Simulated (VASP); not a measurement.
# B2P in VASP: further runs

B2P is run at these levels: PBE; tasks: single point, relaxation of cell and atoms.

All numbers are computed with VASP 6.6.1; they aren't measurements. Logs are shortened: lines on timing, memory, paths and dates and some standing lists are left out, and cuts for length are marked.

## (1) The cell of the first run

Symmetry: C2/m, No. 12, monoclinic system. Conventional cell: a = 11.205 Å, b = 3.035 Å, c = 3.645 Å, α = 90.00°, β = 103.20°, γ = 90.00°. Within 2.4 Å of B (site symmetry m) lie 2 B at 1.84 Å and 3 P at 2.00 to 2.01 Å. Within 2.3 Å of B (site symmetry m) lie 3 B at 1.71 to 1.84 Å and 2 P at 1.93 to 2.15 Å. Within 2.6 Å of P (site symmetry m) lie 5 B at 1.93 to 2.15 Å.

## (2) Single point, PBE

File INCAR:

```
ALGO = Normal ; EDIFF = 1E-7
ENCUT = 520 ; GGA = PE
ISIF = 2 ; ISMEAR = 0
LASPH = T ; LCHARG = F
LREAL = F ; LWAVE = F
NBANDS = 20 ; NELM = 60
PREC = Accurate ; SIGMA = 0.1
```

File KPOINTS:

```
k-points
0
Gamma
  12 12 10
```

File POSCAR:

```
B2P
1.0
    5.6026032402     -1.5174059170     -0.0027768622
    5.6026032402      1.5174059170     -0.0027768622
   -0.8306841896      0.0000000000      3.5492530113
B P
4 2
Direct
    0.8457027838      0.8457027838      0.2301878777
    0.4216455716      0.4216455716      0.4568728667
    0.5783544284      0.5783544284      0.5431271333
    0.1542972162      0.1542972162      0.7698121223
    0.3370378109      0.3370378109      0.8639382796
    0.6629621891      0.6629621891      0.1360617204
```

Potentials or basis: VASP PAW PBE potentials, release 64 (B, P).

The run is started by

```bash
cat potpaw_PBE.64/B/POTCAR potpaw_PBE.64/P/POTCAR > POTCAR
mpirun -np 1 vasp_std > vasp.out
```

OUTCAR:

```text
EDIFF = 1E-7
   ENCUT = 520
   GGA = PE
   ISIF = 2
   ISMEAR = 0
   LASPH = T
   LREAL = F
   NELM = 60
   PREC = Accurate

 ion  position               nearest neighbor table
   1  0.846  0.846  0.230-   2 1.84   2 1.84   6 2.00   5 2.01   5 2.01
   2  0.422  0.422  0.457-   3 1.71   1 1.84   1 1.84   5 1.93   5 2.15
   3  0.578  0.578  0.543-   2 1.71   4 1.84   4 1.84   6 1.93   6 2.15
   4  0.154  0.154  0.770-   3 1.84   3 1.84   5 2.00   6 2.01   6 2.01
   5  0.337  0.337  0.864-   2 1.93   4 2.00   1 2.01   1 2.01   2 2.15   6 2.82   6 2.82
   6  0.663  0.663  0.136-   3 1.93   1 2.00   4 2.01   4 2.01   3 2.15   5 2.82   5 2.82

  LATTYP: Found a base centered monoclinic cell.
 ALAT       =    11.2052078567
 B/A-ratio  =     0.2708394055
 C/A-ratio  =     0.3253099605
 COS(beta)  =    -0.2283691043

  Lattice vectors:

 A1 = (   5.6026032402,  -1.5174059170,  -0.0027768622)
 A2 = (   5.6026032402,   1.5174059170,  -0.0027768622)
 A3 = (  -0.8306841896,   0.0000000000,   3.5492530113)

Analysis of symmetry for initial positions (statically):
=====================================================================
 Subroutine PRICEL returns:
 Original cell was already a primitive cell.

 Routine SETGRP: Setting up the symmetry group for a
 base centered monoclinic supercell.

 Subroutine GETGRP returns: Found  4 space group operations
 (whereof  4 operations were pure point group operations)
 out of a pool of  4 trial point group operations.

The static configuration has the point symmetry C_2h.

Analysis of symmetry for dynamics (positions and initial velocities):
=====================================================================
 Subroutine PRICEL returns:
 Original cell was already a primitive cell.

 Routine SETGRP: Setting up the symmetry group for a
 base centered monoclinic supercell.

 Subroutine GETGRP returns: Found  4 space group operations
 (whereof  4 operations were pure point group operations)
 out of a pool of  4 trial point group operations.

The dynamic configuration has the point symmetry C_2h.

 Subroutine INISYM returns: Found  4 space group operations
 (whereof  4 operations are pure point group operations),
 and found     1 'primitive' translations

----------------------------------------------------------------------------------------

                                     Primitive cell

  volume of cell :      60.3404

  direct lattice vectors                    reciprocal lattice vectors
     5.602603240 -1.517405917 -0.002776862     0.089254581 -0.329509721  0.020889570
     5.602603240  1.517405917 -0.002776862     0.089254581  0.329509721  0.020889570
    -0.830684190  0.000000000  3.549253011     0.000139662  0.000000000  0.281782114

  length of vectors
     5.804454453  5.804454453  3.645165725     0.342022529  0.342022529  0.281782148

  position of ions in fractional coordinates (direct lattice)
     0.845702784  0.845702784  0.230187878
     0.421645572  0.421645572  0.456872867
     0.578354428  0.578354428  0.543127133
     0.154297216  0.154297216  0.769812122
     0.337037811  0.337037811  0.863938280
     0.662962189  0.662962189  0.136061720

  ion indices of the primitive-cell ions
   primitive index   ion index
                 1           1
                 2           2
                 3           3
                 4           4
                 5           5
                 6           6

----------------------------------------------------------------------------------------

 KPOINTS: k-points

Automatic generation of k-mesh.
 Grid dimensions read from file:
 generate k-points for:   12   12   10

 Generating k-lattice:

  Cartesian coordinates                     Fractional coordinates (reciprocal lattice)
     0.007437882 -0.027459143  0.001740798     0.083333333 -0.000000000 -0.000000000
     0.007437882  0.027459143  0.001740798    -0.000000000  0.083333333 -0.000000000
     0.000013966  0.000000000  0.028178211     0.000000000  0.000000000  0.100000000

  Length of vectors
     0.028501877  0.028501877  0.028178215

  Shift w.r.t. Gamma in fractional coordinates (k-lattice)
     0.000000000  0.000000000  0.000000000

 Subroutine IBZKPT returns following result:
 ===========================================

 Found    398 irreducible k-points:

 Following reciprocal coordinates:
            Coordinates               Weight
  0.000000  0.000000  0.000000      1.000000
  0.083333 -0.000000 -0.000000      4.000000
  0.166667 -0.000000  0.000000      4.000000
  0.250000 -0.000000 -0.000000      4.000000
  0.333333 -0.000000 -0.000000      4.000000
  0.416667 -0.000000  0.000000      4.000000
[... 16 lines left out ...]
  0.500000  0.166667 -0.000000      4.000000
 -0.416667  0.166667  0.000000      4.000000
 [... further k-points ...]
   k-points           NKPTS =    398   k-points in BZ     NKDIM =    398   number of bands    NBANDS=     20
   number of dos      NEDOS =    301   number of ions     NIONS =      6
   total plane-waves  NPLWV =  64512
   dimension x,y,z NGX =    48 NGY =   48 NGZ =   28
   dimension x,y,z NGXF=    96 NGYF=   96 NGZF=   56
   ions per type =               4   2
   NGX,Y,Z   is equivalent  to a cutoff of  13.75, 13.75, 12.77 a.u.
   NGXF,Y,Z  is equivalent  to a cutoff of  27.50, 27.50, 25.54 a.u.
 SYSTEM =  unknown system
   PREC   = accura    normal or accurate (medium, high low for compatibility)
   ISTART =      0    job   : 0-new  1-cont  2-samecut
   ICHARG =      2    charge: 1-file 2-atom 10-const
   ISPIN  =      1    spin polarized calculation?
   LNONCOLLINEAR =      F non collinear calculations
   LSORBIT =      F    spin-orbit coupling
   LASPH  =      T    aspherical Exc in radial PAW
   ENCUT  =  520.0 eV  38.22 Ry    6.18 a.u.  10.79 10.79  6.78*2*pi/ulx,y,z
   NELM   =     60;   NELMIN=  2; NELMDL= -5     # of ELM steps
   EDIFF  = 0.1E-06   stopping-criterion for ELM
   LREAL  =      F    real-space projection
   EDIFFG = 0.1E-05   stopping-criterion for IOM
   NSW    =      0    number of steps for IOM
   IBRION =     -1    ionic relax: 0-MD 1-quasi-New 2-CG
   NFREE  =      0    steps in history (QN), initial steepest desc. (CG)
   ISIF   =      2    stress and relaxation
   ISYM   =      2    0-nonsym 1-usesym 2-fastsym
   POTIM  = 0.5000    time-step for ionic-motion
   TEBEG  =    0.0;   TEEND  =   0.0 temperature during run
   PSTRESS=    0.0 pullay stress
   NELECT =      22.0000    total number of electrons
   NUPDOWN=      -1.0000    fix difference up-down
   EMIN   =  10.00;   EMAX   =-10.00  energy-range for DOS
   EFERMI =   0.00;   METHOD = LEGACY
   ISMEAR =     0;   SIGMA  =   0.10  broadening in eV -4-tet -1-fermi 0-gaus
   EFERMI_NEDOS =   21; number of points for ismear=-14 and -15
   IALGO  =     38    algorithm
   IMIX   =      4    mixing-type and parameters
     AMIX     =   0.40;   BMIX     =  1.00
     AMIX_MAG =   1.60;   BMIX_MAG =  1.00
  volume/ion in A,a.u.               =      10.06        67.87
  Fermi-wavevector in a.u.,A,eV,Ry     =   1.169534  2.210099 18.610193  1.367811
  Thomas-Fermi vector in A             =   2.306006
   LORBIT       =      0    0 simple, 1 ext, 2 COOP (PROOUT), +10 PAW based schemes
   GGA     = PE    functional components
   LHFCALC =     F    Hartree Fock is set to
   AEXX    =    0.0000 exact exchange contribution
   IVDW    =     0    specifies the selected vdW correction
   LEPSILON=     F    determine dielectric tensor
   LRPA    =     F    only Hartree local field effects (RPA)
 non-spin polarized calculation
 Gauss-broadening in eV      SIGMA  =   0.10
  energy-cutoff  :      520.00
  volume of cell :       60.34
 maximum number of plane-waves:      1651
 NGX is ok and might be reduce to    48

 number of electron      22.0000000 magnetization

 Free energy of the ion-electron system (eV)
  ---------------------------------------------------
  ext. energy  EPLUGINS =         0.00000000
  ---------------------------------------------------
  free energy    TOTEN  =       -36.17947125 eV

  energy without entropy =      -36.17664211  energy(sigma->0) =      -36.17805668

 E-fermi :   7.6512     XC(G=0): -11.1755

 val. band max:        7.6297464753   @ k =  -0.3333   0.2500   0.1000
 cond. band min:       7.6601905271   @ k =   0.3333   0.3333   0.4000
 fundamental gap:      0.0304440518
 Fermi energy:         7.6512248605

 k-point     1 :       0.0000    0.0000    0.0000
  band No.  band energies     occupation
      1      -9.0610      2.00000
      2      -5.5759      2.00000
      3      -2.2454      2.00000
      4       1.0797      2.00000
      5       1.2718      2.00000
      6       2.4376      2.00000
[... 12 lines left out ...]
     19      14.5773      0.00000
     20      14.6791      0.00000

 k-point     2 :       0.0833   -0.0000   -0.0000
  band No.  band energies     occupation
      1      -8.9644      2.00000
      2      -5.5246      2.00000
      3      -2.1250      2.00000
      4       1.0565      2.00000
      5       1.3439      2.00000
      6       2.4343      2.00000
[... 12 lines left out ...]
     19      14.4018      0.00000
     20      14.4636      0.00000

 k-point     3 :       0.1667   -0.0000    0.0000
  band No.  band energies     occupation
      1      -8.6764      2.00000
      2      -5.3758      2.00000
      3      -1.7780      2.00000
      4       0.6375      2.00000
      5       1.4825      2.00000
      6       1.9450      2.00000
[... 12 lines left out ...]
     19      13.8886      0.00000
     20      14.2729      0.00000

 k-point     4 :       0.2500   -0.0000   -0.0000
  band No.  band energies     occupation
      1      -8.2030      2.00000
      2      -5.1589      2.00000
      3      -1.2843      2.00000
      4      -0.5368      2.00000
      5       1.5120      2.00000
      6       1.7401      2.00000
[... 429 lines left out ...]
 k-point    23 :       0.5000    0.1667   -0.0000
  band No.  band energies     occupation
      1      -7.4109      2.00000
      2      -5.4021      2.00000
      3      -1.9770      2.00000
      4      -0.0354      2.00000
      5       1.4946      2.00000
      6       1.8110      2.00000
[... 12 lines left out ...]
     19      14.5019      0.00000
     20      16.8223      0.00000

 k-point    24 :      -0.4167    0.1667    0.0000
  band No.  band energies     occupation
      1      -6.6133      2.00000
      2      -5.4597      2.00000
      3      -2.5774      2.00000
      4      -0.7565      2.00000
      5       1.9080      2.00000
      6       2.0921      2.00000
[... 12 lines left out ...]
     19      14.4347      0.00000
     20      16.6555      0.00000

 [... further k-points ...]
[... 5 lines left out ...]
  --------------------------------------------------------------------------------------
  -------------------------------------------------------------------------------------
  Total       -0.0465476     -0.0833441     -0.1138448      0.0000000      0.0000000      0.0303879
  in kB       -1.2359456     -2.2129792     -3.0228439      0.0000000      0.0000000      0.8068684
  external PRESSURE =      -2.1572562 kB  Pullay stress =       0.0000000 kB

 VOLUME and BASIS-vectors are now :
 -----------------------------------------------------------------------------
  energy-cutoff  :      520.00
  volume of cell :       60.34
      direct lattice vectors                 reciprocal lattice vectors
     5.602603240 -1.517405917 -0.002776862     0.089254581 -0.329509721  0.020889570
     5.602603240  1.517405917 -0.002776862     0.089254581  0.329509721  0.020889570
    -0.830684190  0.000000000  3.549253011     0.000139662  0.000000000  0.281782114

 POSITION                                       TOTAL-FORCE (eV/Angst)
 -----------------------------------------------------------------------------------
      9.28506      0.00000      0.81230         0.003402      0.000000     -0.011713
      4.34511      0.00000      1.61922        -0.008792      0.000000     -0.007859
      6.02941      0.00000      1.92448         0.008792      0.000000      0.007859
      1.08946      0.00000      2.73140        -0.003402      0.000000      0.011713
      3.05892      0.00000      3.06446        -0.004949      0.000000      0.022025
      7.31560      0.00000      0.47924         0.004949      0.000000     -0.022025
 -----------------------------------------------------------------------------------
    total drift:                               -0.000000      0.000000      0.000000

  FREE ENERGIE OF THE ION-ELECTRON SYSTEM (eV)
  ---------------------------------------------------
  free  energy   TOTEN  =       -36.1794712493 eV

  energy  without entropy=      -36.1766421058  energy(sigma->0) =      -36.17805668
```

Wall time 19 min (1 thread of Oxide Virtual Turin-like, shared host); peak memory 0.46 GiB.

Results:

* Free energy: -36.1795 eV
* Pressure: -0.2 GPa
* Largest force: 0.023 eV/Å
* Band gap on the k mesh: zero (band 11 reaches 8.72 eV, above the bottom of band 12 at 6.88 eV)

Forces on the atoms (eV/Å):
```
B    0.003  0.000 -0.012
B   -0.009  0.000 -0.008
B    0.009  0.000  0.008
B   -0.003  0.000  0.012
P   -0.005  0.000  0.022
P    0.005  0.000 -0.022
```

Levels at points of the mesh, in eV from the Fermi level:
| k point | band 7 | band 8 | band 9 | band 10 | band 11 | band 12 | band 13 | band 14 | band 15 | band 16 |
| --- | --- | --- | --- | --- | --- | --- | --- | --- | --- | --- |
| (0.00, 0.00, 0.00) | -4.21 | -3.54 | -2.99 | -1.77 | -0.90 | 2.42 | 2.89 | 3.44 | 4.49 | 4.61 |
| (0.50, 0.00, 0.00) | -5.10 | -4.70 | -2.56 | -2.31 | -1.74 | -0.64 | -0.19 | 2.39 | 2.76 | 4.01 |
| (0.50, 0.50, 0.00) | -4.58 | -4.10 | -3.10 | -2.19 | -0.83 | 1.79 | 2.30 | 3.00 | 3.90 | 4.40 |
| (0.00, 0.00, 0.50) | -3.47 | -1.37 | -1.23 | 0.78 | 0.86 | 1.13 | 1.18 | 3.17 | 3.60 | 5.64 |
| (0.50, 0.00, 0.50) | -6.21 | -5.94 | -4.55 | -3.78 | -3.06 | 2.44 | 3.60 | 3.81 | 5.78 | 6.73 |
| (0.50, 0.50, 0.50) | -3.25 | -3.07 | -2.09 | -0.56 | 1.02 | 1.08 | 2.10 | 2.56 | 4.17 | 4.72 |

## (3) Relaxation of cell and atoms, PBE

This run uses another cell than the first one: it holds 12 atoms, not 6.

File INCAR:

```
SYSTEM = B2P
PREC = Accurate
ENCUT = 600
EDIFF = 1E-6
ISMEAR = 0
SIGMA = 0.2
LREAL = .False.
LASPH = .True.
NELM = 100
ALGO = Normal
ISIF = 3
LWAVE = .False.
LCHARG = .False.
GGA = PE
IBRION = 2
NSW = 80
EDIFFG = -0.025
```

File KPOINTS:

```
regular mesh
0
Gamma
  6 4 4
  0 0 0
```

File POSCAR:

```
B2P
1.0
   -0.7976206829      0.0097498819      3.4936843336
    5.5595960727     -1.5617476463      0.0352244057
   -0.0577949177      6.0335930176      0.0031468000
B P
8 4
Direct
    0.2254548213      0.6875407443      0.4235600106
    0.2105849596      0.7086691326      0.9369634801
    0.4384606617      0.8443574547      0.2064550782
    0.4550436083      0.8466443367      0.7099976719
    0.5630845044      0.1627654266      0.2862942487
    0.5301660959      0.1594223929      0.7856840172
    0.7644997892      0.2948293336      0.0662890002
    0.7931697512      0.2909679312      0.5689185174
    0.8743954059      0.6753384096      0.1756592333
    0.8697502867      0.6817611054      0.6611448850
    0.1335110483      0.3208803992      0.3347284227
    0.1418790674      0.3268233330      0.8443054347
```

Potentials or basis: VASP PAW PBE potentials, release 64 (B, P).

The run is started by

```bash
cat potpaw_PBE.64/B/POTCAR potpaw_PBE.64/P/POTCAR > POTCAR
mpirun -np 1 vasp_std > vasp.out
```

Run time: 33 min. Hardware: 1 thread of Oxide Virtual Turin-like, shared host; peak memory 0.32 GiB.

Results (log left out):

```yaml
Free_energy: -72.4079 eV
Relaxed_volume: 10.04 Å³/atom
Relaxed_cell: a = 3.636 Å, b = 5.810 Å, c = 6.068 Å, α = 105.13°, β = 89.99°, γ = 102.67°
Space_group_after_relaxing_to_0.05_Å: C2/m (No. 12)
Energy_gained_by_relaxing: 59.7 meV/atom
Ionic_steps: 17
Pressure_after_relaxing: 0.0 GPa
Largest_force_after_relaxing: 0.019 eV/Å
Band_gap_on_the_k_mesh: zero (band 22 reaches 8.72 eV, above the bottom of band 23 at 7.05 eV)
```

Forces in eV/Å, atoms in the order of the input:
```
B   -0.014  0.000  0.007
B   -0.013  0.006  0.001
B    0.004  0.002 -0.010
B    0.015 -0.011  0.006
B   -0.002 -0.005  0.012
B   -0.005 -0.012 -0.005
B    0.006  0.001 -0.017
B    0.013 -0.008 -0.003
P   -0.010  0.000  0.010
P   -0.010  0.006 -0.001
P    0.000  0.015 -0.001
P    0.015  0.007  0.000
```

Stress tensor (GPa, compression positive):
```
-0.04 -0.02 -0.07
-0.02  0.02  0.00
-0.07  0.00  0.02
```

The path:
```
step  energy change (eV)  largest force (eV/Å)  pressure (GPa)  volume (Å³)
   1              0.0000                2.2532            6.57       117.05
   2             -0.4190                1.2456           -3.63       123.92
   3             -0.5657                0.8460           -1.07       121.44
   4             -0.6747                0.4025           -0.60       121.10
   5             -0.6766                0.5063           -0.49       121.05
   6             -0.7034                0.2129            0.30       120.46
   7             -0.7035                0.2168            0.36       120.42
   8             -0.7115                0.1239           -0.15       120.62
   9             -0.7115                0.1206           -0.15       120.61
  10             -0.7144                0.0651            0.00       120.51
  11             -0.7145                0.0806            0.04       120.49
  12             -0.7158                0.0490            0.04       120.49
  13             -0.7160                0.0760            0.04       120.49
  14             -0.7167                0.0317           -0.03       120.53
  15             -0.7168                0.0386           -0.05       120.55
  16             -0.7170                0.0253            0.00       120.50
  17             -0.7170                0.0194            0.00       120.50
```

Final structure:
```
B P
1.0
    -0.82786    0.00037    3.54006
     5.60849   -1.51716    0.00342
     0.00084    6.06825    0.00041
B P
8 4
Direct
  0.22907 0.69198 0.42296
  0.22914 0.69179 0.92288
  0.45584 0.84336 0.21083
  0.45568 0.84313 0.71105
  0.54393 0.15676 0.28932
  0.54442 0.15663 0.78950
  0.77115 0.30828 0.07707
  0.77086 0.30805 0.57707
  0.86322 0.67349 0.16821
  0.86326 0.67334 0.66818
  0.13662 0.32675 0.33147
  0.13680 0.32646 0.83146
```

Levels at points of the mesh, in eV from the Fermi level:
```tsv
k point	band 18	band 19	band 20	band 21	band 22	band 23	band 24	band 25	band 26	band 27
(0.00, 0.00, 0.00)	-2.66	-2.43	-1.90	-1.85	-1.01	-0.70	-0.26	2.26	2.32	2.68
(0.50, 0.00, 0.00)	-3.18	-1.51	-1.34	0.68	0.75	1.00	1.07	2.31	3.05	3.47
(0.00, 0.50, 0.00)	-2.66	-2.43	-2.34	-1.85	-0.92	-0.70	-0.26	1.68	2.19	2.32
(0.50, 0.50, 0.00)	-3.20	-3.18	-2.21	-0.70	0.94	0.96	2.00	2.31	2.42	3.47
(0.00, 0.00, 0.50)	-2.86	-2.40	-2.40	-1.21	-1.21	1.31	1.31	2.38	2.38	3.24
(0.50, 0.00, 0.50)	-3.96	-3.15	-3.15	-1.80	-1.79	3.08	3.09	4.52	4.52	4.61
(0.00, 0.50, 0.50)	-3.54	-2.65	-2.65	-2.28	-2.28	1.40	1.41	2.00	2.00	2.93
(0.50, 0.50, 0.50)	-3.76	-3.17	-3.17	-2.16	-2.15	1.48	1.48	3.84	3.84	4.26
```
